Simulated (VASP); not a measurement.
# C (P1) in VASP: further runs

Runs on C. Level: LDA. Tasks: single point.

Program: VASP 6.6.1. These are calculated values, not measurements. Logs are shortened: lines on timing, memory, paths and dates and some standing lists are left out, and cuts for length are marked.

### 1 The cell of the first run

The typed cell holds 8 atoms: a = 4.247 Å, b = 4.425 Å, c = 4.773 Å, α = 60.70°, β = 66.88°, γ = 65.96°.

### 2 Single point, LDA (atoms moved at random and the cell strained at random)

File INCAR:

```
  PREC = Accurate
  ENCUT = 520
  EDIFF = 1E-6
  ISMEAR = 0
  SIGMA = 0.05
  LREAL = F
  LASPH = T
  NELM = 80
  ALGO = Normal
  ISIF = 2
  LWAVE = F
  LCHARG = F
  GGA = CA
  NBANDS = 26
```

File KPOINTS:

```
regular mesh
0
Gamma
  8 8 8
```

File POSCAR:

```
C
1.0
    1.2666061927      2.2839117413     -3.3494717143
    1.0777186783     -2.4316214550     -3.5364490081
   -3.0266400091     -0.2365477798     -3.6826296942
C
8
Direct
    0.9147438995      0.4370115743      0.6143860871
    0.3997130776      0.9253777671      0.6985897070
    0.9338300285      0.8945917103      0.1729038920
    0.4347273954      0.3621962484      0.1805810309
    0.0724244779      0.6004173532      0.3395352573
    0.5974993373      0.0849343376      0.3103832023
    0.0789494661      0.1211964203      0.8374640704
    0.5681123177      0.5742745888      0.8461567529
```

Potentials or basis: VASP PAW LDA potentials, release 64 (C).

Started as:

```
cat potpaw_LDA.64/C/POTCAR > POTCAR
mpirun -np 1 vasp_std > vasp.out
```

OUTCAR:

```text
PREC = Accurate
   ENCUT = 520
   EDIFF = 1E-6
   ISMEAR = 0
   LREAL = F
   LASPH = T
   NELM = 80
   ISIF = 2
   GGA = CA

 ion  position               nearest neighbor table
   1  0.915  0.437  0.614-   5 1.21   7 1.38   8 1.55
   2  0.400  0.925  0.699-   8 1.36   7 1.39   6 1.62
   3  0.934  0.895  0.173-   5 1.18   6 1.42   7 1.45
   4  0.435  0.362  0.181-   6 1.13   8 1.42   5 1.61
   5  0.072  0.600  0.340-   3 1.18   1 1.21   4 1.61
   6  0.597  0.085  0.310-   4 1.13   3 1.42   2 1.62
   7  0.079  0.121  0.837-   1 1.38   2 1.39   3 1.45
   8  0.568  0.574  0.846-   2 1.36   4 1.42   1 1.55

  LATTYP: Found a triclinic cell.
 ALAT       =     4.7726581756
 B/A-ratio  =     2.9457821577
 C/A-ratio  =     1.7637059299
 COS(alpha) =     0.0096893541
 COS(beta)  =     0.6785137775
 COS(gamma) =     0.7308086877

  Lattice vectors:

 A1 = (   3.0266400091,   0.2365477798,   3.6826296942)
 A2 = (  -0.5842910546,  -1.8996542478,  13.9180221309)
 A3 = (   8.3976048892,   0.3253858459,   0.4793386660)

Analysis of symmetry for initial positions (statically):
=====================================================================
 Subroutine PRICEL returns:
 Original cell was already a primitive cell.

 Routine SETGRP: Setting up the symmetry group for a
 triclinic supercell.

 Subroutine GETGRP returns: Found  1 space group operations
 (whereof  1 operations were pure point group operations)
 out of a pool of  2 trial point group operations.

The static configuration has the point symmetry C_1 .

Analysis of symmetry for dynamics (positions and initial velocities):
=====================================================================
 Subroutine PRICEL returns:
 Original cell was already a primitive cell.

 Routine SETGRP: Setting up the symmetry group for a
 triclinic supercell.

 Subroutine GETGRP returns: Found  1 space group operations
 (whereof  1 operations were pure point group operations)
 out of a pool of  2 trial point group operations.

The dynamic configuration has the point symmetry C_1 .

 Subroutine INISYM returns: Found  1 space group operations
 (whereof  1 operations are pure point group operations),
 and found     1 'primitive' translations

----------------------------------------------------------------------------------------

                                     Primitive cell

  volume of cell :      69.2979

  direct lattice vectors                    reciprocal lattice vectors
     1.266606193  2.283911741 -3.349471714     0.117149694  0.211729459 -0.109881828
     1.077718678 -2.431621455 -3.536449008     0.132805144 -0.213600943 -0.095428148
    -3.026640009 -0.236547780 -3.682629694    -0.234084954  0.012547286 -0.079963822

  length of vectors
     4.247293827  4.425012095  4.772658176     0.265758218  0.269015056  0.247684099

  position of ions in fractional coordinates (direct lattice)
     0.914743900  0.437011574  0.614386087
     0.399713078  0.925377767  0.698589707
     0.933830028  0.894591710  0.172903892
     0.434727395  0.362196248  0.180581031
     0.072424478  0.600417353  0.339535257
     0.597499337  0.084934338  0.310383202
     0.078949466  0.121196420  0.837464070
     0.568112318  0.574274589  0.846156753

  ion indices of the primitive-cell ions
   primitive index   ion index
                 1           1
                 2           2
                 3           3
                 4           4
                 5           5
                 6           6
                 7           7
                 8           8

----------------------------------------------------------------------------------------

 KPOINTS: regular mesh

Automatic generation of k-mesh.
 Grid dimensions read from file:
 generate k-points for:    8    8    8

 Generating k-lattice:

  Cartesian coordinates                     Fractional coordinates (reciprocal lattice)
     0.014643712  0.026466182 -0.013735229     0.125000000  0.000000000  0.000000000
     0.016600643 -0.026700118 -0.011928519     0.000000000  0.125000000  0.000000000
    -0.029260619  0.001568411 -0.009995478     0.000000000  0.000000000  0.125000000

  Length of vectors
     0.033219777  0.033626882  0.030960512

  Shift w.r.t. Gamma in fractional coordinates (k-lattice)
     0.000000000  0.000000000  0.000000000

 Subroutine IBZKPT returns following result:
 ===========================================

 Found    260 irreducible k-points:

 Following reciprocal coordinates:
            Coordinates               Weight
  0.000000  0.000000  0.000000      1.000000
  0.125000  0.000000  0.000000      2.000000
  0.250000  0.000000  0.000000      2.000000
  0.375000  0.000000 -0.000000      2.000000
  0.500000  0.000000  0.000000      1.000000
 -0.000000  0.125000  0.000000      2.000000
[... 16 lines left out ...]
  0.125000  0.375000 -0.000000      2.000000
  0.250000  0.375000  0.000000      2.000000
 [... further k-points ...]
   k-points           NKPTS =    260   k-points in BZ     NKDIM =    260   number of bands    NBANDS=     26
   number of dos      NEDOS =    301   number of ions     NIONS =      8
   total plane-waves  NPLWV =  41472
   dimension x,y,z NGX =    32 NGY =   36 NGZ =   36
   dimension x,y,z NGXF=    64 NGYF=   72 NGZF=   72
   ions per type =               8
   NGX,Y,Z   is equivalent  to a cutoff of  12.53, 13.53, 12.54 a.u.
   NGXF,Y,Z  is equivalent  to a cutoff of  25.05, 27.05, 25.08 a.u.
 SYSTEM =  unknown system
   PREC   = accura    normal or accurate (medium, high low for compatibility)
   ISTART =      0    job   : 0-new  1-cont  2-samecut
   ICHARG =      2    charge: 1-file 2-atom 10-const
   ISPIN  =      1    spin polarized calculation?
   LNONCOLLINEAR =      F non collinear calculations
   LSORBIT =      F    spin-orbit coupling
   LASPH  =      T    aspherical Exc in radial PAW
   ENCUT  =  520.0 eV  38.22 Ry    6.18 a.u.   7.90  8.23  8.87*2*pi/ulx,y,z
   NELM   =     80;   NELMIN=  2; NELMDL= -5     # of ELM steps
   EDIFF  = 0.1E-05   stopping-criterion for ELM
   LREAL  =      F    real-space projection
   EDIFFG = 0.1E-04   stopping-criterion for IOM
   NSW    =      0    number of steps for IOM
   IBRION =     -1    ionic relax: 0-MD 1-quasi-New 2-CG
   NFREE  =      0    steps in history (QN), initial steepest desc. (CG)
   ISIF   =      2    stress and relaxation
   ISYM   =      2    0-nonsym 1-usesym 2-fastsym
   POTIM  = 0.5000    time-step for ionic-motion
   TEBEG  =    0.0;   TEEND  =   0.0 temperature during run
   PSTRESS=    0.0 pullay stress
   NELECT =      32.0000    total number of electrons
   NUPDOWN=      -1.0000    fix difference up-down
   EMIN   =  10.00;   EMAX   =-10.00  energy-range for DOS
   EFERMI =   0.00;   METHOD = LEGACY
   ISMEAR =     0;   SIGMA  =   0.05  broadening in eV -4-tet -1-fermi 0-gaus
   EFERMI_NEDOS =   21; number of points for ismear=-14 and -15
   IALGO  =     38    algorithm
   IMIX   =      4    mixing-type and parameters
     AMIX     =   0.40;   BMIX     =  1.00
     AMIX_MAG =   1.60;   BMIX_MAG =  1.00
  volume/ion in A,a.u.               =       8.66        58.46
  Fermi-wavevector in a.u.,A,eV,Ry     =   1.265372  2.391206 21.785191  1.601166
  Thomas-Fermi vector in A             =   2.398629
   LORBIT       =      0    0 simple, 1 ext, 2 COOP (PROOUT), +10 PAW based schemes
   GGA     = CA    functional components
   LHFCALC =     F    Hartree Fock is set to
   AEXX    =    0.0000 exact exchange contribution
   IVDW    =     0    specifies the selected vdW correction
   LEPSILON=     F    determine dielectric tensor
   LRPA    =     F    only Hartree local field effects (RPA)
 non-spin polarized calculation
 Gauss-broadening in eV      SIGMA  =   0.05
  energy-cutoff  :      520.00
  volume of cell :       69.30
 maximum number of plane-waves:      1886
   NGX = 15   NGY = 17   NGZ = 17

 number of electron      32.0000001 magnetization

 Free energy of the ion-electron system (eV)
  ---------------------------------------------------
  ext. energy  EPLUGINS =         0.00000000
  ---------------------------------------------------
  free energy    TOTEN  =       -73.45209596 eV

  energy without entropy =      -73.45187180  energy(sigma->0) =      -73.45198388

 E-fermi :   4.6839     XC(G=0): -10.6444

 val. band max:        4.6541985983   @ k =   0.5000   0.2500  -0.0000
 cond. band min:       4.7026258130   @ k =  -0.3750   0.3750   0.1250
 fundamental gap:      0.0484272147
 Fermi energy:         4.6838761324

 k-point     1 :       0.0000    0.0000    0.0000
  band No.  band energies     occupation
      1     -15.5545      2.00000
      2     -11.3933      2.00000
      3     -10.2659      2.00000
      4      -9.5444      2.00000
      5      -8.7313      2.00000
      6      -8.2402      2.00000
[... 18 lines left out ...]
     25      14.9729      0.00000
     26      16.1827      0.00000

 k-point     2 :       0.1250    0.0000    0.0000
  band No.  band energies     occupation
      1     -15.4629      2.00000
      2     -11.7158      2.00000
      3     -10.4243      2.00000
      4      -9.7357      2.00000
      5      -8.7919      2.00000
      6      -7.5481      2.00000
[... 18 lines left out ...]
     25      15.1602      0.00000
     26      16.0152      0.00000

 k-point     3 :       0.2500    0.0000    0.0000
  band No.  band energies     occupation
      1     -15.1931      2.00000
      2     -12.4410      2.00000
      3     -10.6705      2.00000
      4     -10.1530      2.00000
      5      -8.2407      2.00000
      6      -6.9320      2.00000
[... 572 lines left out ...]
 k-point    23 :       0.1250    0.3750   -0.0000
  band No.  band energies     occupation
      1     -14.8310      2.00000
      2     -12.7822      2.00000
      3     -11.7659      2.00000
      4      -9.9287      2.00000
      5      -7.6133      2.00000
      6      -6.1519      2.00000
[... 18 lines left out ...]
     25      14.9303      0.00000
     26      15.5652      0.00000

 k-point    24 :       0.2500    0.3750    0.0000
  band No.  band energies     occupation
      1     -14.8385      2.00000
      2     -12.7065      2.00000
      3     -11.7920      2.00000
      4      -9.8286      2.00000
      5      -7.6732      2.00000
      6      -6.1411      2.00000
[... 18 lines left out ...]
     25      14.7685      0.00000
     26      15.0020      0.00000

 [... further k-points ...]
[... 5 lines left out ...]
  --------------------------------------------------------------------------------------
  -------------------------------------------------------------------------------------
  Total       22.2134384     38.6525568     -1.3066389    -26.8394665     -2.7717496     -1.8159245
  in kB      513.5782138    893.6532341    -30.2096983   -620.5327166    -64.0832904    -41.9844616
  external PRESSURE =     459.0072499 kB  Pullay stress =       0.0000000 kB

 VOLUME and BASIS-vectors are now :
 -----------------------------------------------------------------------------
  energy-cutoff  :      520.00
  volume of cell :       69.30
      direct lattice vectors                 reciprocal lattice vectors
     1.266606193  2.283911741 -3.349471714     0.117149694  0.211729459 -0.109881828
     1.077718678 -2.431621455 -3.536449008     0.132805144 -0.213600943 -0.095428148
    -3.026640009 -0.236547780 -3.682629694    -0.234084954  0.012547286 -0.079963822

 POSITION                                       TOTAL-FORCE (eV/Angst)
 -----------------------------------------------------------------------------------
     -0.22993      0.88122     -6.87193       -17.283042     -2.071705     -1.789223
     -0.61080     -1.50251     -7.18403         3.690723      1.752874      0.591824
      1.62360     -0.08342     -6.92826         9.771152    -14.151165     -0.477376
      0.39442      0.06944     -3.40201        10.980956    -21.839182     -0.547912
     -0.28884     -1.37489     -3.61631         4.871903     14.901039      0.869836
     -0.09109      1.08469     -3.44470       -14.752871     17.001302     -1.339849
     -2.30409     -0.31249     -3.77711        -0.330327      3.767102      1.900046
     -1.22253     -0.29906     -7.04985         3.051506      0.639735      0.792653
 -----------------------------------------------------------------------------------
    total drift:                               -0.000208     -0.000249      0.000010

  FREE ENERGIE OF THE ION-ELECTRON SYSTEM (eV)
  ---------------------------------------------------
  free  energy   TOTEN  =       -73.4520959565 eV

  energy  without entropy=      -73.4518718020  energy(sigma->0) =      -73.45198388
```

It took 3.3 min on 1 thread of Intel Xeon Platinum 8559C (Emerald Rapids), shared host; peak memory 0.38 GiB.

What came out:

* Free energy: -73.4521 eV
* Pressure: 45.9 GPa
* Largest force: 24.451 eV/Å
* Band gap on the k mesh: zero (bands 16 and 17 overlap by 0.06 eV)

Forces on the atoms (eV/Å):
```
C   -17.283  -2.072  -1.789
C     3.691   1.753   0.592
C     9.771 -14.151  -0.477
C    10.981 -21.839  -0.548
C     4.872  14.901   0.870
C   -14.753  17.001  -1.340
C    -0.330   3.767   1.900
C     3.052   0.640   0.793
```

Caveat: the cell differs from its parent crystal (atoms moved at random and the cell strained at random); the cell stands under pressure; forces of over 1 eV/Å act on the atoms, so gaps and moduli don't describe the material at rest.

### 3 Single point, LDA (atoms moved at random and the cell strained at random)

File INCAR:

```
PREC = Accurate
ENCUT = 520
EDIFF = 1E-6
ISMEAR = 0
SIGMA = 0.05
LREAL = F
LASPH = T
NELM = 60
ALGO = Normal
ISIF = 2
LWAVE = F
LCHARG = F
NBANDS = 26
```

KPOINTS is that of step 2.

File POSCAR:

```
C
1.0
    1.2448267533      2.6070690623     -3.2330688693
    1.3892030677     -2.6244343673     -3.1855849501
   -3.0132332940      0.1161245008     -3.3216347804
C
8
Direct
    1.0145472003      0.3329149067      0.5430843868
    0.3241925944      0.9748056687      0.7344386836
    0.9094947637      0.9620465654      0.1537362559
    0.4957705111      0.4534520540      0.1024308437
    0.1058685843      0.5218445679      0.4192852994
    0.5588980817      0.1191571357      0.3120572902
    0.0508344437      0.0076516073      0.8940699706
    0.5403938208      0.6281274944      0.8408972697
```

Potentials or basis: VASP PAW LDA potentials, release 64 (C).

Started as:

```
cat potpaw_LDA.64/C/POTCAR > POTCAR
mpirun -np 1 vasp_std > vasp.out
```

It took 3.3 min on 1 thread of Intel Xeon Platinum 8559C (Emerald Rapids), shared host; peak memory 0.39 GiB.

The run converged. Its results:

```yaml
Free_energy: -51.1265 eV
Pressure: 85.6 GPa
Largest_force: 71.178 eV/Å
Band_gap_on_the_k_mesh: zero (bands 16 and 17 overlap by 0.17 eV)
```

Forces in eV/Å, atoms in the order of the input:
```
C   -59.532  16.227  33.824
C    19.615  23.656  -2.784
C   -32.207  -9.151  -5.236
C   -14.573   4.242  -0.915
C    59.015 -22.064 -33.116
C    -0.175   3.170  -2.296
C    16.636 -10.088   9.883
C    11.221  -5.993   0.639
```

Stress tensor (GPa, compression positive):
```
174.10   9.41 -50.01
  9.41  41.84  11.86
-50.01  11.86  40.84
```

Levels at points of the mesh, in eV from the Fermi level:
```
           k point  band 14  band 15  band 16  band 17  band 18  band 19
(0.00, 0.00, 0.00)    -3.25    -1.52    -0.22     0.40     0.74     2.54
(0.50, 0.00, 0.00)    -3.79    -2.41    -1.06     0.05     1.91     4.09
(0.00, 0.50, 0.00)    -3.66    -1.97     0.03     0.20     1.01     4.10
(0.50, 0.50, 0.00)    -2.65    -2.03    -1.41     1.01     2.98     3.57
(0.00, 0.00, 0.50)    -3.18    -2.35    -1.98     1.43     2.83     3.55
(0.50, 0.00, 0.50)    -2.74    -0.73    -0.12     0.12     0.51     3.92
(0.00, 0.50, 0.50)    -3.56    -1.51    -0.69     0.36     1.75     3.84
(0.50, 0.50, 0.50)    -2.88    -1.02    -0.02     0.98     1.20     3.21
```

Caveat: the cell differs from its parent crystal (atoms moved at random and the cell strained at random); atoms lie so close that the PAW spheres overlap strongly, which falsifies energies and pressures; the cell stands under pressure; forces of over 1 eV/Å act on the atoms, so gaps and moduli don't describe the material at rest.

(Part 1 of 2 ends here.)
